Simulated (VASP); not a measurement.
# Sc2Ta in VASP: notebook, part 2 of 2

VASP 6.6.1. The steps go on from the part before.

## (5) Single point, PBE

This run uses another cell than the first one, of the same volume but with other edges.

File INCAR:

```
SYSTEM = Sc2Ta
ALGO     = Fast           ! electronic algorithm
EDIFF    = 1E-6           ! SCF threshold, eV
ENCUT    = 520            ! plane-wave cutoff, eV
GGA      = PE             ! functional
ISIF     = 2              ! what is computed and relaxed
ISMEAR   = 0              ! smearing method
LASPH    = .TRUE.         ! aspherical terms in the spheres
LCHARG   = .FALSE.        ! write CHGCAR
LREAL    = .FALSE.        ! projectors in reciprocal space
LWAVE    = .FALSE.        ! write WAVECAR
NBANDS   = 24             ! bands
NELM     = 100            ! most SCF steps
PREC     = Accurate       ! precision mode
SIGMA    = 0.1            ! smearing width, eV
```

File KPOINTS:

```
k-points
0
G
  12 12 16
  0 0 0
```

File POSCAR:

```
Sc2Ta
1.0
    4.9557754443      0.0000000000      0.0000000000
   -2.4778877222      4.2918274302      0.0000000000
    0.0000000000      0.0000000000      2.9518608766
Sc Ta
2 1
Direct
    0.3333333333      0.6666666667      0.5000000000
    0.6666666667      0.3333333333      0.5000000000
    0.0000000000      0.0000000000      0.0000000000
```

Launch:

```
> cat potpaw_PBE.64/Sc_sv/POTCAR potpaw_PBE.64/Ta_pv/POTCAR > POTCAR
> mpirun -np 1 vasp_std > vasp.out
```

Run time: 15 min. Hardware: 1 thread of AMD EPYC, shared host; peak memory 0.34 GiB.

Results (log left out):

```
Free energy            : -23.7744 eV
Pressure               : 0.1 GPa
Band gap on the k mesh : zero (an odd number of electrons rules out a gap without spin polarisation)
```

Levels at points of the mesh, in eV from the Fermi level:
```tsv
k point	band 14	band 15	band 16	band 17	band 18	band 19	band 20	band 21
(0.00, 0.00, 0.00)	-0.81	-0.81	-0.13	-0.13	0.54	1.01	2.03	2.03
(0.50, 0.00, 0.00)	-2.53	-0.45	-0.07	0.43	0.50	0.92	0.93	1.98
(0.00, 0.00, 0.50)	-1.74	-1.72	-1.72	-1.52	1.60	1.60	2.20	2.20
(0.50, 0.00, 0.50)	-1.34	-1.00	-0.19	0.21	0.53	0.82	1.36	1.84
```

Caveat: spin-orbit coupling is left out, which moves the levels of the heavy elements.

## (6) Single point, PBE

This run uses another cell than the first one: it holds 6 atoms, not 3.

File INCAR:

```
SYSTEM = Sc2Ta
PREC = Accurate
ENCUT = 520
EDIFF = 1E-7
ISMEAR = 0
SIGMA = 0.2
LREAL = .FALSE.
LASPH = .TRUE.
NELM = 100
ALGO = Fast
ISIF = 2
LWAVE = .FALSE.
LCHARG = .FALSE.
GGA = PE
NBANDS = 42
```

File KPOINTS:

```
Automatic mesh
0
G
  8 4 4
  0 0 0
```

File POSCAR:

```
Sc2Ta
1.0
    0.0000000000      0.0000000000     -2.9518608766
    2.4778877222     -4.2918274302      0.0000000000
   -7.4336631664     -4.2918274302      0.0000000000
Sc Ta
4 2
Direct
    0.5000000000      0.5000000000      0.8333333333
    0.5000000000      0.0000000000      0.3333333333
    0.5000000000      0.0000000000      0.6666666667
    0.5000000000      0.5000000000      0.1666666667
    0.0000000000      0.5000000000      0.5000000000
    0.0000000000      0.0000000000      0.0000000000
```

Potentials or basis: VASP PAW PBE potentials, release 64 (Sc_sv, Ta_pv).

Launch:

```
> cat potpaw_PBE.64/Sc_sv/POTCAR potpaw_PBE.64/Ta_pv/POTCAR > POTCAR
> mpirun -np 1 vasp_std > vasp.out
```

It took 20 min on 1 thread of AMD EPYC, shared host; peak memory 0.33 GiB.

Results (log left out):

```
Free energy            : -47.6028 eV
Pressure               : 0.2 GPa
Largest force          : 0.012 eV/Å
Band gap on the k mesh : zero (bands 33 and 34 overlap by 0.93 eV)
```

Forces in eV/Å, atoms in the order of the input:
```
Sc   0.011  0.006  0.000
Sc   0.011  0.006  0.000
Sc  -0.011 -0.006  0.000
Sc  -0.011 -0.006  0.000
Ta   0.000  0.000  0.000
Ta   0.000  0.000  0.000
```

Stress tensor (GPa, compression positive):
```
 0.35  0.00  0.00
 0.00  0.35  0.00
 0.00  0.00 -0.07
```

Levels at points of the mesh, in eV from the Fermi level:
| k point | band 30 | band 31 | band 32 | band 33 | band 34 | band 35 | band 36 | band 37 |
| --- | --- | --- | --- | --- | --- | --- | --- | --- |
| (0.00, 0.00, 0.00) | -0.47 | -0.14 | -0.14 | -0.08 | 0.41 | 0.48 | 0.52 | 0.90 |
| (0.50, 0.00, 0.00) | -1.53 | -1.36 | -1.01 | -0.21 | 0.19 | 0.52 | 0.81 | 1.34 |
| (0.00, 0.50, 0.00) | -0.46 | -0.03 | -0.03 | 0.15 | 0.15 | 0.61 | 0.61 | 0.71 |
| (0.50, 0.50, 0.00) | -0.88 | -0.60 | -0.60 | -0.01 | -0.01 | 0.91 | 0.91 | 0.94 |
| (0.00, 0.00, 0.50) | -0.64 | -0.54 | -0.54 | 0.28 | 0.28 | 0.79 | 0.79 | 0.95 |
| (0.50, 0.00, 0.50) | -1.45 | -1.24 | -1.24 | -0.38 | -0.38 | 1.12 | 1.12 | 1.51 |
| (0.00, 0.50, 0.50) | -0.47 | -0.08 | -0.08 | 0.41 | 0.41 | 0.48 | 0.48 | 0.90 |
| (0.50, 0.50, 0.50) | -1.01 | -0.21 | -0.21 | 0.19 | 0.19 | 0.52 | 0.52 | 0.80 |

Caveat: spin-orbit coupling is left out, which moves the levels of the heavy elements.

## (7) Single point, PBE

This run uses another cell than the first one: it holds 6 atoms, not 3.

File INCAR:

```
ALGO = Fast
EDIFF = 1E-6
ENCUT = 520
GGA = PE
ISIF = 2
ISMEAR = 0
LASPH = True
LCHARG = False
LREAL = False
LWAVE = False
NBANDS = 42
NELM = 80
PREC = Accurate
SIGMA = 0.2
```

File KPOINTS:

```
k-points
0
Gamma
  8 4 4
```

File POSCAR:

```
Sc2Ta
1.0
    0.0002358743     -0.0015630886     -2.9440412375
    2.4841262252     -4.3028948160     -0.0019275726
   -7.4519173700     -4.3026550223     -0.0011158941
Sc Ta
4 2
Direct
    0.5001886091      0.4998782432      0.8332076631
    0.4998747807      0.0002459687      0.3332399482
    0.5000634413     -0.0002615411      0.6667691360
    0.4998669429      0.5002286293      0.1667483587
   -0.0000654138      0.4999100884      0.5000170043
    0.0000716398     -0.0000013885      0.0000178897
```

Launch:

```
> cat potpaw_PBE.64/Sc_sv/POTCAR potpaw_PBE.64/Ta_pv/POTCAR > POTCAR
> mpirun -np 1 vasp_std > vasp.out
```

It took 29 min on 1 thread of AMD EPYC, shared host; peak memory 0.4 GiB.

Results (log left out):

```
Free energy            : -47.6037 eV
Pressure               : 0.0 GPa
Largest force          : 0.007 eV/Å
Band gap on the k mesh : zero (bands 33 and 34 overlap by 0.90 eV)
```

Forces in eV/Å, atoms in the order of the input:
```
Sc   0.003  0.004  0.001
Sc   0.004  0.005 -0.001
Sc  -0.003 -0.006  0.001
Sc  -0.005 -0.002 -0.001
Ta   0.000  0.000 -0.001
Ta   0.000  0.000  0.001
```

Levels at points of the mesh, in eV from the Fermi level:
| k point | band 29 | band 30 | band 31 | band 32 | band 33 | band 34 | band 35 | band 36 | band 37 | band 38 |
| --- | --- | --- | --- | --- | --- | --- | --- | --- | --- | --- |
| (0.00, 0.00, 0.00) | -0.84 | -0.49 | -0.16 | -0.15 | -0.10 | 0.41 | 0.46 | 0.49 | 0.87 | 0.89 |
| (0.50, 0.00, 0.00) | -1.73 | -1.51 | -1.37 | -1.02 | -0.20 | 0.21 | 0.52 | 0.82 | 1.34 | 1.55 |
| (0.00, 0.50, 0.00) | -0.48 | -0.48 | -0.05 | -0.05 | 0.13 | 0.13 | 0.59 | 0.59 | 0.69 | 0.69 |
| (0.50, 0.50, 0.00) | -0.88 | -0.88 | -0.60 | -0.60 | 0.01 | 0.01 | 0.91 | 0.91 | 0.95 | 0.95 |
| (0.00, 0.00, 0.50) | -0.65 | -0.65 | -0.55 | -0.55 | 0.26 | 0.26 | 0.76 | 0.76 | 0.92 | 0.92 |
| (0.50, 0.00, 0.50) | -1.45 | -1.45 | -1.23 | -1.23 | -0.36 | -0.36 | 1.11 | 1.11 | 1.50 | 1.50 |
| (0.00, 0.50, 0.50) | -0.49 | -0.49 | -0.09 | -0.09 | 0.40 | 0.40 | 0.46 | 0.46 | 0.87 | 0.87 |
| (0.50, 0.50, 0.50) | -1.02 | -1.02 | -0.21 | -0.21 | 0.21 | 0.21 | 0.51 | 0.51 | 0.82 | 0.82 |

Caveat: spin-orbit coupling is left out, which moves the levels of the heavy elements.

## (8) The runs side by side

| task | cell | k mesh | cutoff (eV) | smearing | gap on the mesh (eV) | pressure (GPa) | relaxed volume (Å³/atom) | largest force (eV/Å) |
| --- | --- | --- | --- | --- | --- | --- | --- | --- |
| single point | a = 5.029, b = 5.029, c = 2.871 Å, angles 90.0, 90.0, 120.0°, 3 atoms, atomic positions A | 6 × 6 × 6 | 520 | gaussian 0.1 eV | none | 0.0 | - | - |
| relaxation of cell and atoms | relaxed from a = 3.729, b = 3.729, c = 3.855 Å, angles 90.0, 90.0, 120.0°, 3 atoms, atomic positions A | 6 × 6 × 4 | 600 | gaussian 0.1 eV | none | 0.0 | 20.92 | - |
| relaxation of cell and atoms | relaxed from a = 4.963, b = 4.963, c = 2.940 Å, angles 90.0, 90.0, 120.0°, 3 atoms, atomic positions A | 6 × 6 × 6 | 600 | gaussian 0.1 eV | none | -0.2 | 21.01 | - |
| single point | a = 4.956, b = 4.956, c = 2.952 Å, angles 90.0, 90.0, 120.0°, 3 atoms, atomic positions A | 12 × 12 × 16 | 520 | gaussian 0.1 eV | none | 0.1 | - | - |
| single point | a = 2.952, b = 4.956, c = 8.584 Å, 6 atoms, atomic positions B | 8 × 4 × 4 | 520 | gaussian 0.2 eV | none | 0.2 | - | 0.01 |
| single point | a = 2.944, b = 4.968, c = 8.605 Å, angles 90.0°, 6 atoms, atomic positions C | 8 × 4 × 4 | 520 | gaussian 0.2 eV | none | 0.0 | - | 0.01 |

Alike in all rows: level PBE; potentials or basis VASP PAW PBE potentials, release 64 (Sc_sv, Ta_pv); no spin polarisation.

Caveats: some runs use coarse meshes; spin-orbit coupling is left out, which moves the levels of the heavy elements; the volume moved by over 15 % at a fixed basis, so the end points are rough (at least some runs).

Total energies depend on the potentials used, so only differences within one code and one set of settings carry meaning.
